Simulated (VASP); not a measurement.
# NaH in VASP: further runs

NaH is run at these levels: PBE, r2SCAN, HSE06; tasks: single point.

All numbers are computed with VASP 6.6.1; they aren't measurements. Logs are shortened: lines on timing, memory, paths and dates and some standing lists are left out, and cuts for length are marked.

### Step 1. The cell of the first run

It takes space group R-3m (No. 166, trigonal). Conventional cell: a = 4.147 Å, b = 4.147 Å, c = 5.298 Å, α = 90.00°, β = 90.00°, γ = 120.00°. Within 3.4 Å of Na (site symmetry -3m) lie 8 H at 2.55 to 2.65 Å and 6 Na at 2.98 Å. Within 3.4 Å of H (site symmetry -3m) lie 8 Na at 2.55 to 2.65 Å and 6 H at 2.98 Å.

### Step 2. Single point, PBE (strain along [111] +4.3%)

INCAR

```
SYSTEM = NaH
ALGO = Normal
EDIFF = 1E-6
ENCUT = 520
GGA = PE
ISIF = 2
ISMEAR = -1
LASPH = .TRUE.
LCHARG = .TRUE.
LELF = .TRUE.
LREAL = .FALSE.
LVHAR = .TRUE.
LWAVE = .FALSE.
NBANDS = 11
NELM = 80
PREC = Accurate
SIGMA = 0.02
```

KPOINTS

```
k-points
0
G
  8 8 8
  0 0 0
```

POSCAR

```
NaH
1.0
    2.9745198934      0.0421286870      0.0421286870
    0.0421286870      2.9745198934      0.0421286870
    0.0421286870      0.0421286870      2.9745198934
Na H
1 1
Direct
    0.0000000000      0.0000000000      0.0000000000
    0.5000000000      0.5000000000      0.5000000000
```

Potentials or basis: VASP PAW PBE potentials, release 64 (Na_pv, H).

Launch:

```sh
cat potpaw_PBE.64/Na_pv/POTCAR potpaw_PBE.64/H/POTCAR > POTCAR
mpirun -np 1 vasp_std > vasp.out
```

OUTCAR:

```text
SYSTEM = NaH
   EDIFF = 1E-6
   ENCUT = 520
   GGA = PE
   ISIF = 2
   ISMEAR = -1
   LASPH = .TRUE.
   LREAL = .FALSE.
   NELM = 80
   PREC = Accurate

 ion  position               nearest neighbor table
   1  0.000  0.000  0.000-
   2  0.500  0.500  0.500-

  LATTYP: Found a trigonal (rhomboedric) cell.
 ALAT       =     2.9751165101
 COS(alpha) =     0.0285155334

  Lattice vectors:

 A1 = (   2.9745198934,   0.0421286870,   0.0421286870)
 A2 = (   0.0421286870,   2.9745198934,   0.0421286870)
 A3 = (   0.0421286870,   0.0421286870,   2.9745198934)

Analysis of symmetry for initial positions (statically):
=====================================================================
 Subroutine PRICEL returns:
 Original cell was already a primitive cell.

 Routine SETGRP: Setting up the symmetry group for a
 trigonal (rhombohedral) supercell.

 Subroutine GETGRP returns: Found 12 space group operations
 (whereof 12 operations were pure point group operations)
 out of a pool of 12 trial point group operations.

The static configuration has the point symmetry D_3d.

Analysis of symmetry for dynamics (positions and initial velocities):
=====================================================================
 Subroutine PRICEL returns:
 Original cell was already a primitive cell.

 Routine SETGRP: Setting up the symmetry group for a
 trigonal (rhombohedral) supercell.

 Subroutine GETGRP returns: Found 12 space group operations
 (whereof 12 operations were pure point group operations)
 out of a pool of 12 trial point group operations.

The dynamic configuration has the point symmetry D_3d.

 Subroutine INISYM returns: Found 12 space group operations
 (whereof 12 operations are pure point group operations),
 and found     1 'primitive' translations

----------------------------------------------------------------------------------------

                                     Primitive cell

  volume of cell :      26.3022

  direct lattice vectors                    reciprocal lattice vectors
     2.974519893  0.042128687  0.042128687     0.336321753 -0.004696866 -0.004696866
     0.042128687  2.974519893  0.042128687    -0.004696866  0.336321753 -0.004696866
     0.042128687  0.042128687  2.974519893    -0.004696866 -0.004696866  0.336321753

  length of vectors
     2.975116510  2.975116510  2.975116510     0.336387340  0.336387340  0.336387340

  position of ions in fractional coordinates (direct lattice)
     0.000000000  0.000000000  0.000000000
     0.500000000  0.500000000  0.500000000

  ion indices of the primitive-cell ions
   primitive index   ion index
                 1           1
                 2           2

----------------------------------------------------------------------------------------

 KPOINTS: k-points

Automatic generation of k-mesh.
 Grid dimensions read from file:
 generate k-points for:    8    8    8

 Generating k-lattice:

  Cartesian coordinates                     Fractional coordinates (reciprocal lattice)
     0.042040219 -0.000587108 -0.000587108     0.125000000 -0.000000000 -0.000000000
    -0.000587108  0.042040219 -0.000587108    -0.000000000  0.125000000 -0.000000000
    -0.000587108 -0.000587108  0.042040219    -0.000000000 -0.000000000  0.125000000

  Length of vectors
     0.042048418  0.042048418  0.042048418

  Shift w.r.t. Gamma in fractional coordinates (k-lattice)
     0.000000000  0.000000000  0.000000000

 Subroutine IBZKPT returns following result:
 ===========================================

 Found     65 irreducible k-points:

 Following reciprocal coordinates:
            Coordinates               Weight
  0.000000  0.000000  0.000000      1.000000
  0.125000 -0.000000 -0.000000      6.000000
  0.250000 -0.000000 -0.000000      6.000000
  0.375000 -0.000000 -0.000000      6.000000
  0.500000 -0.000000 -0.000000      3.000000
  0.125000  0.125000  0.000000      6.000000
[... 16 lines left out ...]
  0.250000  0.125000  0.125000      6.000000
  0.375000  0.125000  0.125000      6.000000
 [... further k-points ...]
   k-points           NKPTS =     65   k-points in BZ     NKDIM =     65   number of bands    NBANDS=     11
   number of dos      NEDOS =    301   number of ions     NIONS =      2
   total plane-waves  NPLWV =  13824
   dimension x,y,z NGX =    24 NGY =   24 NGZ =   24
   dimension x,y,z NGXF=    48 NGYF=   48 NGZF=   48
   ions per type =               1   1
   NGX,Y,Z   is equivalent  to a cutoff of  13.41, 13.41, 13.41 a.u.
   NGXF,Y,Z  is equivalent  to a cutoff of  26.82, 26.82, 26.82 a.u.
 SYSTEM =  NaH
   PREC   = accura    normal or accurate (medium, high low for compatibility)
   ISTART =      0    job   : 0-new  1-cont  2-samecut
   ICHARG =      2    charge: 1-file 2-atom 10-const
   ISPIN  =      1    spin polarized calculation?
   LNONCOLLINEAR =      F non collinear calculations
   LSORBIT =      F    spin-orbit coupling
   LASPH  =      T    aspherical Exc in radial PAW
   ENCUT  =  520.0 eV  38.22 Ry    6.18 a.u.   5.53  5.53  5.53*2*pi/ulx,y,z
   NELM   =     80;   NELMIN=  2; NELMDL= -5     # of ELM steps
   EDIFF  = 0.1E-05   stopping-criterion for ELM
   LREAL  =      F    real-space projection
   EDIFFG = 0.1E-04   stopping-criterion for IOM
   NSW    =      0    number of steps for IOM
   IBRION =     -1    ionic relax: 0-MD 1-quasi-New 2-CG
   NFREE  =      0    steps in history (QN), initial steepest desc. (CG)
   ISIF   =      2    stress and relaxation
   ISYM   =      2    0-nonsym 1-usesym 2-fastsym
   POTIM  = 0.5000    time-step for ionic-motion
   TEBEG  =    0.0;   TEEND  =   0.0 temperature during run
   PSTRESS=    0.0 pullay stress
   NELECT =       8.0000    total number of electrons
   NUPDOWN=      -1.0000    fix difference up-down
   EMIN   =  10.00;   EMAX   =-10.00  energy-range for DOS
   EFERMI =   0.00;   METHOD = LEGACY
   ISMEAR =    -1;   SIGMA  =   0.02  broadening in eV -4-tet -1-fermi 0-gaus
   EFERMI_NEDOS =   21; number of points for ismear=-14 and -15
   IALGO  =     38    algorithm
   IMIX   =      4    mixing-type and parameters
     AMIX     =   0.40;   BMIX     =  1.00
     AMIX_MAG =   1.60;   BMIX_MAG =  1.00
  volume/ion in A,a.u.               =      13.15        88.75
  Fermi-wavevector in a.u.,A,eV,Ry     =   1.100967  2.080526 16.492005  1.212128
  Thomas-Fermi vector in A             =   2.237387
   LORBIT       =      0    0 simple, 1 ext, 2 COOP (PROOUT), +10 PAW based schemes
   GGA     = PE    functional components
[... 5 lines left out ...]
 non-spin polarized calculation
  energy-cutoff  :      520.00
  volume of cell :       26.30
 maximum number of plane-waves:       727
 NGX is ok and might be reduce to    24
   NGX = 11   NGY = 11   NGZ = 11

 number of electron       7.9999994 magnetization

 Free energy of the ion-electron system (eV)
  ---------------------------------------------------
  ext. energy  EPLUGINS =         0.00000000
  ---------------------------------------------------
  free energy    TOTEN  =        -4.77370066 eV

  energy without entropy =       -4.77370066  energy(sigma->0) =       -4.77370066

 E-fermi :   1.5617     XC(G=0):  -8.0925

 val. band max:        1.1846675753   @ k =   0.5000   0.5000   0.5000
 cond. band min:       2.2363621855   @ k =   0.5000  -0.0000  -0.0000
 fundamental gap:      1.0516946102
 Fermi energy:         1.5617243518

 k-point     1 :       0.0000    0.0000    0.0000
  band No.  band energies     occupation
      1     -23.3513      2.00000
      2     -23.3432      2.00000
      3     -23.3432      2.00000
      4      -4.6268      2.00000
      5       9.6938      0.00000
      6      12.1042      0.00000
      7      12.1042      0.00000
      8      13.5677      0.00000
      9      13.5677      0.00000
     10      13.6041      0.00000
     11      26.2598      0.00000

 k-point     2 :       0.1250   -0.0000   -0.0000
  band No.  band energies     occupation
      1     -23.3713      2.00000
      2     -23.3458      2.00000
      3     -23.3410      2.00000
      4      -4.3863      2.00000
      5       8.3427      0.00000
      6      10.9731      0.00000
      7      12.3505      0.00000
      8      13.7572      0.00000
      9      13.7830      0.00000
     10      16.6361      0.00000
     11      24.0902      0.00000

 k-point     3 :       0.2500   -0.0000   -0.0000
  band No.  band energies     occupation
      1     -23.4301      2.00000
      2     -23.3412      2.00000
      3     -23.3358      2.00000
      4      -3.7014      2.00000
      5       5.5978      0.00000
      6      11.2136      0.00000
      7      13.0728      0.00000
      8      14.3147      0.00000
      9      14.3389      0.00000
     10      20.7322      0.00000
     11      21.2932      0.00000

 k-point     4 :       0.3750   -0.0000   -0.0000
  band No.  band energies     occupation
      1     -23.4886      2.00000
      2     -23.3362      2.00000
      3     -23.3306      2.00000
      4      -2.7402      2.00000
      5       3.2872      0.00000
      6      11.6878      0.00000
      7      14.1718      0.00000
      8      15.1522      0.00000
      9      15.1719      0.00000
     10      18.8855      0.00000
     11      19.8132      0.00000
[... 239 lines left out ...]
 k-point    22 :       0.1250    0.1250    0.1250
  band No.  band energies     occupation
      1     -23.3756      2.00000
      2     -23.3602      2.00000
      3     -23.3602      2.00000
      4      -3.9552      2.00000
      5       8.0554      0.00000
      6       9.9006      0.00000
      7       9.9006      0.00000
      8      15.9107      0.00000
      9      16.9715      0.00000
     10      16.9715      0.00000
     11      21.2424      0.00000

 k-point    23 :       0.2500    0.1250    0.1250
  band No.  band energies     occupation
      1     -23.4244      2.00000
      2     -23.3630      2.00000
      3     -23.3545      2.00000
      4      -3.3152      2.00000
      5       6.1023      0.00000
      6       9.5186      0.00000
      7      10.6637      0.00000
      8      16.3114      0.00000
      9      16.6019      0.00000
     10      19.2361      0.00000
     11      19.6004      0.00000

 k-point    24 :       0.3750    0.1250    0.1250
  band No.  band energies     occupation
      1     -23.4811      2.00000
      2     -23.3580      2.00000
      3     -23.3490      2.00000
      4      -2.4020      2.00000
      5       3.8589      0.00000
      6      10.1012      0.00000
      7      11.8629      0.00000
      8      14.8955      0.00000
      9      16.4872      0.00000
     10      18.3722      0.00000
     11      19.5108      0.00000

 [... further k-points ...]

------------------------ aborting loop because EDIFF is reached ----------------------------------------

  FORCE on cell =-STRESS in cart. coord.  units (eV):
  Direction    XX          YY          ZZ          XY          YZ          ZX
  --------------------------------------------------------------------------------------
  -------------------------------------------------------------------------------------
  Total       -0.0430446     -0.0430446     -0.0430446      0.0331495      0.0331495      0.0331495
  in kB       -2.6220269     -2.6220269     -2.6220269      2.0192793      2.0192793      2.0192793
  external PRESSURE =      -2.6220269 kB  Pullay stress =       0.0000000 kB

 VOLUME and BASIS-vectors are now :
 -----------------------------------------------------------------------------
  energy-cutoff  :      520.00
  volume of cell :       26.30
      direct lattice vectors                 reciprocal lattice vectors
     2.974519893  0.042128687  0.042128687     0.336321753 -0.004696866 -0.004696866
     0.042128687  2.974519893  0.042128687    -0.004696866  0.336321753 -0.004696866
     0.042128687  0.042128687  2.974519893    -0.004696866 -0.004696866  0.336321753

 POSITION                                       TOTAL-FORCE (eV/Angst)
 -----------------------------------------------------------------------------------
      0.00000      0.00000      0.00000         0.000000     -0.000000      0.000000
      1.52939      1.52939      1.52939        -0.000000      0.000000      0.000000
 -----------------------------------------------------------------------------------
    total drift:                                0.000000      0.000000     -0.000000

  FREE ENERGIE OF THE ION-ELECTRON SYSTEM (eV)
  ---------------------------------------------------
  free  energy   TOTEN  =        -4.7737006554 eV

  energy  without entropy=       -4.7737006553  energy(sigma->0) =       -4.77370066
```

Wall time 19 s (1 thread of AMD EPYC 7R43 (Zen 3), shared host); peak memory 0.1 GiB.

Results:

```yaml
Free_energy: -4.7737 eV
Pressure: -0.3 GPa
Band_gap_on_the_k_mesh: 1.05 eV, indirect (least direct gap 4.38 eV)
```

Levels at points of the mesh, in eV from the valence-band top:
```
           k point  band 1  band 2  band 3  band 4  band 5  band 6  band 7  band 8  band 9
(0.00, 0.00, 0.00)  -24.54  -24.53  -24.53   -5.81    8.51   10.92   10.92   12.38   12.38
(0.50, 0.00, 0.00)  -24.70  -24.52  -24.51   -3.33    1.05   10.73   13.78   14.51   14.69
(0.50, 0.50, 0.00)  -24.68  -24.66  -24.50   -1.68    4.05    4.49    6.75   14.49   18.34
(0.50, 0.50, 0.50)  -24.66  -24.64  -24.64    0.00    6.51    7.09    7.09    8.59    9.29
```

Caveat: the cell differs from its parent crystal (strain along [111] +4.3%).

### Step 3. Single point, PBE (uniaxial x strain +0.4%)

INCAR

```
PREC = Accurate
ENCUT = 520
EDIFF = 1E-6
ISMEAR = -1
SIGMA = 0.02
LREAL = False
LASPH = True
NELM = 100
ALGO = Normal
ISIF = 2
LWAVE = False
LCHARG = False
GGA = PE
NBANDS = 11
```

KPOINTS

```
Automatic mesh
0
Gamma
  8 8 8
```

POSCAR

```
NaH
1.0
    2.9441207713      0.0000000000      0.0000000000
    0.0000000000      2.9323912064      0.0000000000
    0.0000000000      0.0000000000      2.9323912064
Na H
1 1
Direct
    0.0000000000      0.0000000000      0.0000000000
    0.5000000000      0.5000000000      0.5000000000
```

Potentials or basis: VASP PAW PBE potentials, release 64 (Na_pv, H).

Launch:

```sh
cat potpaw_PBE.64/Na_pv/POTCAR potpaw_PBE.64/H/POTCAR > POTCAR
mpirun -np 1 vasp_std > vasp.out
```

Wall time 22 s (1 thread of AMD EPYC 7R43 (Zen 3), shared host); peak memory 0.11 GiB.

Results (log left out):

```yaml
Free_energy: -4.7707 eV
Pressure: 0.6 GPa
Band_gap_on_the_k_mesh: 1.01 eV, indirect (least direct gap 4.48 eV)
```

Stress tensor (GPa, compression positive):
```
0.34 0.00 0.00
0.00 0.80 0.00
0.00 0.00 0.80
```

Levels at points of the mesh, in eV from the valence-band top:
| k point | band 2 | band 3 | band 4 | band 5 | band 6 | band 7 |
| --- | --- | --- | --- | --- | --- | --- |
| (0.00, 0.00, 0.00) | -24.56 | -24.56 | -6.01 | 8.81 | 11.01 | 11.08 |
| (0.50, 0.00, 0.00) | -24.54 | -24.54 | -3.47 | 1.01 | 11.07 | 14.33 |
| (0.00, 0.50, 0.00) | -24.54 | -24.54 | -3.45 | 1.05 | 11.04 | 14.32 |
| (0.50, 0.50, 0.00) | -24.71 | -24.53 | -1.77 | 4.29 | 4.30 | 6.90 |
| (0.00, 0.50, 0.50) | -24.72 | -24.53 | -1.75 | 4.33 | 4.33 | 6.93 |
| (0.50, 0.50, 0.50) | -24.69 | -24.69 | 0.00 | 6.91 | 6.93 | 6.93 |

Caveat: the cell differs from its parent crystal (uniaxial x strain +0.4%). A k mesh can miss the band edges.

### Step 4. Single point, r2SCAN (strain along [111] +4.3%)

POSCAR

```
NaH
1.0
    2.9745198934      0.0421286870      0.0421286870
    0.0421286870      2.9745198934      0.0421286870
    0.0421286870      0.0421286870      2.9745198934
Na H
1 1
Direct
    0.0000000000      0.0000000000      0.0000000000
    0.5000000000      0.5000000000      0.5000000000
```

INCAR.step1

```
SYSTEM = NaH
  PREC = Accurate
  ENCUT = 520
  ISMEAR = 0
  SIGMA = 0.01
  LREAL = .FALSE.
  LASPH = .TRUE.
  NELM = 100
  NBANDS = 11
  GGA = PE
  ALGO = Normal
  EDIFF = 1E-4
  LWAVE = .TRUE.
  LCHARG = .FALSE.
```

INCAR.step2

```
SYSTEM = NaH
  PREC = Accurate
  ENCUT = 520
  EDIFF = 1E-7
  ISMEAR = 0
  SIGMA = 0.01
  LREAL = .FALSE.
  LASPH = .TRUE.
  NELM = 100
  ALGO = Normal
  ISIF = 2
  LWAVE = .FALSE.
  LCHARG = .TRUE.
  METAGGA = R2SCAN
  LMIXTAU = .TRUE.
  LELF = .TRUE.
  LVHAR = .TRUE.
  NBANDS = 11
  ISTART = 1
```

KPOINTS

```
Automatic mesh
0
G
  8 8 8
  0 0 0
```

Launch:

```sh
cat potpaw_PBE.64/Na_pv/POTCAR potpaw_PBE.64/H/POTCAR > POTCAR
cp INCAR.step1 INCAR
mpirun -np 1 vasp_std > vasp.out
cp INCAR.step2 INCAR
mpirun -np 1 vasp_std > vasp.out
```

It took 1.9 min on 1 thread of AMD EPYC 7R43 (Zen 3), shared host; peak memory 0.11 GiB.

The run converged. Its results:

* Free energy: -7.2897 eV
* Pressure: -1.2 GPa
* Band gap on the k mesh: 1.62 eV, indirect (least direct gap 5.04 eV)

Stress tensor (GPa, compression positive):
```
-1.22  0.19  0.19
 0.19 -1.22  0.19
 0.19  0.19 -1.22
```

Levels at points of the mesh, in eV from the valence-band top:
```csv
k point,band 2,band 3,band 4,band 5,band 6,band 7
"(0.00, 0.00, 0.00)",-25.45,-25.45,-5.85,9.53,11.54,11.54
"(0.50, 0.00, 0.00)",-25.45,-25.44,-3.42,1.62,11.77,14.33
"(0.50, 0.50, 0.00)",-25.58,-25.43,-1.77,4.57,5.03,7.68
"(0.50, 0.50, 0.50)",-25.56,-25.56,0.00,6.89,7.47,7.47
```

Caveat: the cell differs from its parent crystal (strain along [111] +4.3%); the PAW data sets were made with another functional, which shifts forces and pressure a little. A k mesh can miss the band edges.

### Step 5. Single point, r2SCAN (uniaxial x strain +0.4%)

POSCAR

```
NaH
1.0
    2.9441207713      0.0000000000      0.0000000000
    0.0000000000      2.9323912064      0.0000000000
    0.0000000000      0.0000000000      2.9323912064
Na H
1 1
Direct
    0.0000000000      0.0000000000      0.0000000000
    0.5000000000      0.5000000000      0.5000000000
```

INCAR.step1

```
ALGO     = Normal         # electronic algorithm
EDIFF    = 1E-4           # SCF threshold, eV
ENCUT    = 520            # plane-wave cutoff, eV
GGA      = PE             # functional
ISMEAR   = 0              # smearing method
LASPH    = T              # aspherical terms in the spheres
LCHARG   = F              # write CHGCAR
LREAL    = F              # projectors in reciprocal space
LWAVE    = T              # write WAVECAR
NBANDS   = 11             # bands
NELM     = 80             # most SCF steps
PREC     = Accurate       # precision mode
SIGMA    = 0.01           # smearing width, eV
```

INCAR.step2

```
ALGO     = Normal         # electronic algorithm
EDIFF    = 1E-6           # SCF threshold, eV
ENCUT    = 520            # plane-wave cutoff, eV
ISIF     = 2              # what is computed and relaxed
ISMEAR   = 0              # smearing method
ISTART   = 1            
LASPH    = T              # aspherical terms in the spheres
LCHARG   = F              # write CHGCAR
LMIXTAU  = T            
LREAL    = F              # projectors in reciprocal space
LWAVE    = F              # write WAVECAR
METAGGA  = R2SCAN         # meta-GGA
NBANDS   = 11             # bands
NELM     = 80             # most SCF steps
PREC     = Accurate       # precision mode
SIGMA    = 0.01           # smearing width, eV
```

KPOINTS

```
k-points
0
Gamma
  8 8 8
```

Launch:

```sh
cat potpaw_PBE.64/Na_pv/POTCAR potpaw_PBE.64/H/POTCAR > POTCAR
cp INCAR.step1 INCAR
mpirun -np 1 vasp_std > vasp.out
cp INCAR.step2 INCAR
mpirun -np 1 vasp_std > vasp.out
```

It took 86 s on 1 thread of AMD EPYC 7R43 (Zen 3), shared host; peak memory 0.11 GiB.

The run converged. Its results:

```
Free energy            : -7.2939 eV
Pressure               : -0.4 GPa
Band gap on the k mesh : 1.58 eV, indirect (least direct gap 5.15 eV)
```

Stress tensor (GPa, compression positive):
```
-0.75  0.00  0.00
 0.00 -0.23  0.00
 0.00  0.00 -0.23
```

Levels at points of the mesh, in eV from the valence-band top:
| k point | band 1 | band 2 | band 3 | band 4 | band 5 | band 6 | band 7 | band 8 | band 9 |
| --- | --- | --- | --- | --- | --- | --- | --- | --- | --- |
| (0.00, 0.00, 0.00) | -25.48 | -25.48 | -25.48 | -6.05 | 9.85 | 11.63 | 11.70 | 13.33 | 13.47 |
| (0.50, 0.00, 0.00) | -25.66 | -25.47 | -25.47 | -3.57 | 1.58 | 12.14 | 14.90 | 15.25 | 15.25 |
| (0.00, 0.50, 0.00) | -25.66 | -25.47 | -25.47 | -3.54 | 1.62 | 12.10 | 14.90 | 15.13 | 15.27 |
| (0.50, 0.50, 0.00) | -25.63 | -25.63 | -25.45 | -1.86 | 4.83 | 4.84 | 7.83 | 15.86 | 19.61 |
| (0.00, 0.50, 0.50) | -25.63 | -25.63 | -25.45 | -1.84 | 4.87 | 4.87 | 7.87 | 15.76 | 19.53 |
| (0.50, 0.50, 0.50) | -25.61 | -25.61 | -25.60 | 0.00 | 7.29 | 7.31 | 7.31 | 10.21 | 10.21 |

Caveat: the cell differs from its parent crystal (uniaxial x strain +0.4%); the PAW data sets were made with another functional, which shifts forces and pressure a little. A k mesh can miss the band edges.

[end of part 1 of 2]
